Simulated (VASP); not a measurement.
# NaB (Fm-3m) in VASP: single point with PBEsol

Aim: the single point of NaB with PBEsol.

All numbers are computed with VASP 6.6.1; they aren't measurements. Logs are shortened: lines on timing, memory, paths and dates and some standing lists are left out, and cuts for length are marked.

**1. The cell of the first run**

The structure is cubic, space group Fm-3m (No. 225). Conventional cell: a = 5.368 Å, b = 5.368 Å, c = 5.368 Å, α = 90.00°, β = 90.00°, γ = 90.00°. Within 3.5 Å of Na (site symmetry m-3m) lie 6 B at 2.68 Å. B (site symmetry m-3m) has 6 Na at 2.68 Å within 3.5 Å.

**2. Single point, PBEsol**

Contents of INCAR:

```
PREC = Accurate
ENCUT = 520
EDIFF = 1E-7
ISMEAR = 0
SIGMA = 0.15
LREAL = False
LASPH = True
NELM = 60
ALGO = Normal
ISIF = 2
LWAVE = False
LCHARG = False
GGA = PS
NBANDS = 12
```

Contents of KPOINTS:

```
Automatic mesh
0
Gamma
  18 18 18
```

Contents of POSCAR:

```
NaB
1.0
    0.0000000000      2.6838690000      2.6838690000
    2.6838690000      0.0000000000      2.6838690000
    2.6838690000      2.6838690000      0.0000000000
Na B
1 1
Direct
    0.0000000000      0.0000000000      0.0000000000
    0.5000000000      0.5000000000      0.5000000000
```

Potentials or basis: VASP PAW PBE potentials, release 64 (Na_pv, B).

Run with:

```sh
> cat potpaw_PBE.64/Na_pv/POTCAR potpaw_PBE.64/B/POTCAR > POTCAR
> mpirun -np 1 vasp_std > vasp.out
```

OUTCAR:

```text
PREC = Accurate
   ENCUT = 520
   EDIFF = 1E-7
   ISMEAR = 0
   LREAL = False
   LASPH = True
   NELM = 60
   ISIF = 2
   GGA = PS

 ion  position               nearest neighbor table
   1  0.000  0.000  0.000-
   2  0.500  0.500  0.500-

  LATTYP: Found a face centered cubic cell.
 ALAT       =     5.3677380000

  Lattice vectors:

 A1 = (   0.0000000000,   2.6838690000,   2.6838690000)
 A2 = (   2.6838690000,   0.0000000000,   2.6838690000)
 A3 = (   2.6838690000,   2.6838690000,   0.0000000000)

Analysis of symmetry for initial positions (statically):
=====================================================================
 Subroutine PRICEL returns:
 Original cell was already a primitive cell.

 Routine SETGRP: Setting up the symmetry group for a
 face centered cubic supercell.

 Subroutine GETGRP returns: Found 48 space group operations
 (whereof 48 operations were pure point group operations)
 out of a pool of 48 trial point group operations.

The static configuration has the point symmetry O_h .

Analysis of symmetry for dynamics (positions and initial velocities):
=====================================================================
 Subroutine PRICEL returns:
 Original cell was already a primitive cell.

 Routine SETGRP: Setting up the symmetry group for a
 face centered cubic supercell.

 Subroutine GETGRP returns: Found 48 space group operations
 (whereof 48 operations were pure point group operations)
 out of a pool of 48 trial point group operations.

The dynamic configuration has the point symmetry O_h .

 Subroutine INISYM returns: Found 48 space group operations
 (whereof 48 operations are pure point group operations),
 and found     1 'primitive' translations

----------------------------------------------------------------------------------------

                                     Primitive cell

  volume of cell :      38.6646

  direct lattice vectors                    reciprocal lattice vectors
     0.000000000  2.683869000  2.683869000    -0.186298214  0.186298214  0.186298214
     2.683869000  0.000000000  2.683869000     0.186298214 -0.186298214  0.186298214
     2.683869000  2.683869000  0.000000000     0.186298214  0.186298214 -0.186298214

  length of vectors
     3.795563939  3.795563939  3.795563939     0.322677971  0.322677971  0.322677971

  position of ions in fractional coordinates (direct lattice)
     0.000000000  0.000000000  0.000000000
     0.500000000  0.500000000  0.500000000

  ion indices of the primitive-cell ions
   primitive index   ion index
                 1           1
                 2           2

----------------------------------------------------------------------------------------

 KPOINTS: Automatic mesh

Automatic generation of k-mesh.
 Grid dimensions read from file:
 generate k-points for:   18   18   18

 Generating k-lattice:

  Cartesian coordinates                     Fractional coordinates (reciprocal lattice)
    -0.010349901  0.010349901  0.010349901     0.055555556  0.000000000  0.000000000
     0.010349901 -0.010349901  0.010349901     0.000000000  0.055555556  0.000000000
     0.010349901  0.010349901 -0.010349901     0.000000000  0.000000000  0.055555556

  Length of vectors
     0.017926554  0.017926554  0.017926554

  Shift w.r.t. Gamma in fractional coordinates (k-lattice)
     0.000000000  0.000000000  0.000000000

 Subroutine IBZKPT returns following result:
 ===========================================

 Found    195 irreducible k-points:

 Following reciprocal coordinates:
            Coordinates               Weight
  0.000000  0.000000  0.000000      1.000000
  0.055556  0.000000  0.000000      8.000000
  0.111111  0.000000  0.000000      8.000000
  0.166667  0.000000  0.000000      8.000000
  0.222222  0.000000  0.000000      8.000000
  0.277778  0.000000  0.000000      8.000000
[... 16 lines left out ...]
 -0.277778  0.055556  0.000000     24.000000
 -0.222222  0.055556  0.000000     24.000000
 [... further k-points ...]
   k-points           NKPTS =    195   k-points in BZ     NKDIM =    195   number of bands    NBANDS=     12
   number of dos      NEDOS =    301   number of ions     NIONS =      2
   total plane-waves  NPLWV =  21952
   dimension x,y,z NGX =    28 NGY =   28 NGZ =   28
   dimension x,y,z NGXF=    56 NGYF=   56 NGZF=   56
   ions per type =               1   1
   NGX,Y,Z   is equivalent  to a cutoff of  12.26, 12.26, 12.26 a.u.
   NGXF,Y,Z  is equivalent  to a cutoff of  24.53, 24.53, 24.53 a.u.
 SYSTEM =  unknown system
   PREC   = accura    normal or accurate (medium, high low for compatibility)
   ISTART =      0    job   : 0-new  1-cont  2-samecut
   ICHARG =      2    charge: 1-file 2-atom 10-const
   ISPIN  =      1    spin polarized calculation?
   LNONCOLLINEAR =      F non collinear calculations
   LSORBIT =      F    spin-orbit coupling
   LASPH  =      T    aspherical Exc in radial PAW
   ENCUT  =  520.0 eV  38.22 Ry    6.18 a.u.   7.06  7.06  7.06*2*pi/ulx,y,z
   NELM   =     60;   NELMIN=  2; NELMDL= -5     # of ELM steps
   EDIFF  = 0.1E-06   stopping-criterion for ELM
   LREAL  =      F    real-space projection
   EDIFFG = 0.1E-05   stopping-criterion for IOM
   NSW    =      0    number of steps for IOM
   IBRION =     -1    ionic relax: 0-MD 1-quasi-New 2-CG
   NFREE  =      0    steps in history (QN), initial steepest desc. (CG)
   ISIF   =      2    stress and relaxation
   ISYM   =      2    0-nonsym 1-usesym 2-fastsym
   POTIM  = 0.5000    time-step for ionic-motion
   TEBEG  =    0.0;   TEEND  =   0.0 temperature during run
   PSTRESS=    0.0 pullay stress
   NELECT =      10.0000    total number of electrons
   NUPDOWN=      -1.0000    fix difference up-down
   EMIN   =  10.00;   EMAX   =-10.00  energy-range for DOS
   EFERMI =   0.00;   METHOD = LEGACY
   ISMEAR =     0;   SIGMA  =   0.15  broadening in eV -4-tet -1-fermi 0-gaus
   EFERMI_NEDOS =   21; number of points for ismear=-14 and -15
   IALGO  =     38    algorithm
   IMIX   =      4    mixing-type and parameters
     AMIX     =   0.40;   BMIX     =  1.00
     AMIX_MAG =   1.60;   BMIX_MAG =  1.00
  volume/ion in A,a.u.               =      19.33       130.46
  Fermi-wavevector in a.u.,A,eV,Ry     =   1.043046  1.971071 14.802394  1.087945
  Thomas-Fermi vector in A             =   2.177738
   LORBIT       =      0    0 simple, 1 ext, 2 COOP (PROOUT), +10 PAW based schemes
   GGA     = PS    functional components
   LHFCALC =     F    Hartree Fock is set to
   AEXX    =    0.0000 exact exchange contribution
   IVDW    =     0    specifies the selected vdW correction
   LEPSILON=     F    determine dielectric tensor
   LRPA    =     F    only Hartree local field effects (RPA)
 non-spin polarized calculation
 Gauss-broadening in eV      SIGMA  =   0.15
  energy-cutoff  :      520.00
  volume of cell :       38.66
 maximum number of plane-waves:      1056
   NGX = 15   NGY = 15   NGZ = 15

 number of electron      10.0000000 magnetization

 number of electron       9.9999996 magnetization

 Free energy of the ion-electron system (eV)
  ---------------------------------------------------
  ext. energy  EPLUGINS =         0.00000000
  ---------------------------------------------------
  free energy    TOTEN  =        -4.58165787 eV

  energy without entropy =       -4.56990086  energy(sigma->0) =       -4.57577936

 E-fermi :   0.7048     XC(G=0):  -8.4168

 val. band max:        0.6822593209   @ k =   0.3333   0.2222   0.0000
 cond. band min:       0.7082370279   @ k =  -0.3889   0.3333   0.1111
 fundamental gap:      0.0259777071
 Fermi energy:         0.7048292732

 k-point     1 :       0.0000    0.0000    0.0000
  band No.  band energies     occupation
      1     -22.1727      2.00000
      2     -22.1727      2.00000
      3     -22.1727      2.00000
      4      -6.4485      2.00000
      5       3.1203      0.00000
      6       3.1203      0.00000
      7       3.1203      0.00000
      8       8.1289      0.00000
      9      10.8527      0.00000
     10      10.8527      0.00000
     11      10.8527      0.00000
     12      13.0666      0.00000

 k-point     2 :       0.0556    0.0000    0.0000
  band No.  band energies     occupation
      1     -22.1740      2.00000
      2     -22.1728      2.00000
      3     -22.1728      2.00000
      4      -6.4107      2.00000
      5       2.9702      0.00000
      6       3.0983      0.00000
      7       3.0983      0.00000
      8       8.2218      0.00000
      9      10.5742      0.00000
     10      10.9147      0.00000
     11      10.9147      0.00000
     12      13.5018      0.00000

 k-point     3 :       0.1111    0.0000    0.0000
  band No.  band energies     occupation
      1     -22.1777      2.00000
      2     -22.1732      2.00000
      3     -22.1732      2.00000
      4      -6.2982      2.00000
      5       2.5603      0.00000
      6       3.0362      0.00000
      7       3.0362      0.00000
      8       8.4299      0.00000
      9      10.1266      0.00000
     10      11.0808      0.00000
     11      11.0808      0.00000
     12      13.9338      0.00000

 k-point     4 :       0.1667    0.0000    0.0000
  band No.  band energies     occupation
      1     -22.1835      2.00000
      2     -22.1738      2.00000
      3     -22.1738      2.00000
      4      -6.1144      2.00000
      5       1.9767      0.00000
      6       2.9450      0.00000
      7       2.9450      0.00000
      8       8.5401      0.00000
      9       9.9393      0.00000
     10      11.2823      0.00000
     11      11.2823      0.00000
     12      13.6608      0.00000

 k-point     5 :       0.2222    0.0000    0.0000
  band No.  band energies     occupation
      1     -22.1905      2.00000
      2     -22.1745      2.00000
      3     -22.1745      2.00000
      4      -5.8657      2.00000
      5       1.3012      0.00000
      6       2.8388      0.00000
      7       2.8388      0.00000
      8       8.3961      0.00000
      9      10.1702      0.00000
     10      11.3992      0.00000
     11      11.3992      0.00000
     12      13.6639      0.00000
[... 228 lines left out ...]
      1     -22.2116      2.00000
      2     -22.1780      2.00000
      3     -22.1765      2.00000
      4      -4.7648      2.00000
      5      -0.8052      2.00000
      6       2.3855      0.00000
      7       2.5541      0.00000
      8       7.8731      0.00000
      9      10.8603      0.00000
     10      11.1104      0.00000
     11      11.5779      0.00000
     12      14.4499      0.00000

 k-point    22 :      -0.3333    0.0556    0.0000
  band No.  band energies     occupation
      1     -22.2067      2.00000
      2     -22.1776      2.00000
      3     -22.1758      2.00000
      4      -5.0852      2.00000
      5      -0.2653      2.00000
      6       2.4375      0.00000
      7       2.6380      0.00000
      8       8.0021      0.00000
      9      10.9398      0.00000
     10      11.2213      0.00000
     11      11.2578      0.00000
     12      14.4142      0.00000

 k-point    23 :      -0.2778    0.0556    0.0000
  band No.  band energies     occupation
      1     -22.2002      2.00000
      2     -22.1770      2.00000
      3     -22.1750      2.00000
      4      -5.4247      2.00000
      5       0.3801      1.99780
      6       2.5201      0.00000
      7       2.7402      0.00000
      8       8.1907      0.00000
      9      10.6136      0.00000
     10      11.2854      0.00000
     11      11.3597      0.00000
     12      13.6958      0.00000

 k-point    24 :      -0.2222    0.0556    0.0000
  band No.  band energies     occupation
      1     -22.1931      2.00000
      2     -22.1762      2.00000
      3     -22.1742      2.00000
      4      -5.7397      2.00000
      5       1.0671      0.00064
      6       2.6270      0.00000
      7       2.8502      0.00000
      8       8.4244      0.00000
      9      10.1453      0.00000
     10      11.4179      0.00000
     11      11.4450      0.00000
     12      13.2267      0.00000

 [... further k-points ...]
[... 5 lines left out ...]
  --------------------------------------------------------------------------------------
  -------------------------------------------------------------------------------------
  Total       -0.2188224     -0.2188224     -0.2188224     -0.0000000     -0.0000000      0.0000000
  in kB       -9.0675172     -9.0675172     -9.0675172     -0.0000000     -0.0000000      0.0000000
  external PRESSURE =      -9.0675172 kB  Pullay stress =       0.0000000 kB

 VOLUME and BASIS-vectors are now :
 -----------------------------------------------------------------------------
  energy-cutoff  :      520.00
  volume of cell :       38.66
      direct lattice vectors                 reciprocal lattice vectors
     0.000000000  2.683869000  2.683869000    -0.186298214  0.186298214  0.186298214
     2.683869000  0.000000000  2.683869000     0.186298214 -0.186298214  0.186298214
     2.683869000  2.683869000  0.000000000     0.186298214  0.186298214 -0.186298214

 POSITION                                       TOTAL-FORCE (eV/Angst)
 -----------------------------------------------------------------------------------
      0.00000      0.00000      0.00000        -0.000000      0.000000      0.000000
      2.68387      2.68387      2.68387         0.000000     -0.000000     -0.000000
 -----------------------------------------------------------------------------------
    total drift:                               -0.000000      0.000000      0.000000

  FREE ENERGIE OF THE ION-ELECTRON SYSTEM (eV)
  ---------------------------------------------------
  free  energy   TOTEN  =        -4.5816578655 eV

  energy  without entropy=       -4.5699008623  energy(sigma->0) =       -4.57577936
```

Wall time 2.4 min (1 thread of Intel Xeon 8259CL, shared host); peak memory 0.21 GiB.

Results:

| Property | Result |
| --- | --- |
| Free energy | -4.5817 eV |
| Pressure | -0.9 GPa |
| Band gap on the k mesh | zero (bands 5 and 6 overlap by 3.05 eV) |

Levels at points of the mesh, in eV from the Fermi level:
```
           k point  band 1  band 2  band 3  band 4  band 5  band 6  band 7  band 8  band 9  band 10
(0.00, 0.00, 0.00)  -22.88  -22.88  -22.88   -7.15    2.42    2.42    2.42    7.42   10.15    10.15
(0.50, 0.00, 0.00)  -22.92  -22.88  -22.88   -5.22   -1.96    1.79    1.79    6.97   10.27    10.27
(0.50, 0.50, 0.00)  -22.92  -22.89  -22.89   -4.71   -1.46    1.00    1.00    5.95    6.83    11.49
```

Caveat: the PAW data sets were made with another functional, which shifts forces and pressure a little.

The gap in the log of VASP goes by the Fermi energy; the results here count the filled bands.